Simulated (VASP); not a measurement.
A run of VASP 6.6.1 is set up as follows.

The input POSCAR:

```
C
1.0
    0.0000000000      1.7801477522      1.7801477522
    1.7801477522      0.0000000000      1.7801477522
    1.7801477522      1.7801477522      0.0000000000
C
2
Direct
    0.5000000000      0.5000000000      0.5000000000
    0.7500000000      0.7500000000      0.7500000000
```

INCAR.step1

```
PREC = Accurate ; ENCUT = 520
EDIFF = 1E-5 ; ISMEAR = -1
SIGMA = 0.1 ; LREAL = False
LASPH = True ; NELM = 80
ALGO = Normal ; ISIF = 2
LWAVE = True ; GGA = PE
NBANDS = 11
```

File INCAR.step2:

```
PREC = Accurate ; ENCUT = 520
EDIFF = 1E-6 ; ISMEAR = -1
SIGMA = 0.1 ; LREAL = False
LASPH = True ; NELM = 80
ALGO = Normal ; ISIF = 2
LWAVE = False ; LCHARG = True
METAGGA = R2SCAN ; LHFCALC = True
AEXX = 0.25 ; LMIXTAU = True
PRECFOCK = Normal ; LELF = True
LVHAR = True ; ISTART = 1
NBANDS = 11
```

File KPOINTS:

```
regular mesh
0
Gamma
  8 8 8
```

Potentials or basis: VASP PAW PBE potentials, release 64 (C).

Launch:

```console
$ cat potpaw_PBE.64/C/POTCAR > POTCAR
$ cp INCAR.step1 INCAR
$ mpirun -np 1 vasp_std > vasp.out
$ cp INCAR.step2 INCAR
$ mpirun -np 1 vasp_std > vasp.out
```

(1) What does it give for the band gap on the k mesh?

(2) What does it give for the pressure?

Answers

(1) 6.14 eV (least direct gap 7.83 eV).

(2) -7.0 GPa.

Caveat: the cell stands under tension; the PAW data sets were made with another functional, which shifts forces and pressure a little.
